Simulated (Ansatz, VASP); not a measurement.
**AlN: VASP beside Ansatz**

```
Al N
1.0
     3.08874    0.00000    0.00000
    -1.54437    2.67493    0.00000
     0.00000    0.00000    4.94377
Al N
2 2
Direct
  0.31427 0.67310 0.00152
  0.68573 0.32690 0.50152
  0.35034 0.66093 0.38348
  0.64966 0.33907 0.88348
```

Change from the starting cell: mode 4 frozen in at -0.069 Å and mode 5 at +0.017 Å (largest displacements).

Alike in both runs: task single point; functional LDA; k mesh 9 × 9 × 6; occupations gaussian, width 0.05 eV; no spin polarisation.

```csv
,VASP,Ansatz
version,VASP 6.6.1,Ansatz 0.2.0
potentials or method,"VASP PAW LDA potentials, release 64 (Al, N), cutoff 520 eV","scalar-relativistic, plane waves, PAW"
valence electrons in the cell,16,16
```

Ansatz gave:

```
gap on the k mesh at the Fermi level (eV)                     : 4.36
least direct gap on the mesh (eV)                             : 4.36
pressure (GPa)                                                : -0.2
traceless stress, the component that is largest in VASP (GPa) : -0.24
rms of the force components (eV/Å)                            : 0.178
```

Problem. What did VASP give for the same quantities?

Solution. gap on the k mesh at the Fermi level (eV): 4.36; least direct gap on the mesh (eV): 4.36; pressure (GPa): 0.5; traceless stress, the component that is largest in VASP (GPa): -0.23; rms of the force components (eV/Å): 0.178.

LDA's correlation is that of Perdew and Zunger in VASP and of Perdew and Wang (1992) in Ansatz. Atom by atom the forces differ by 0.002 eV/Å (rms over components).
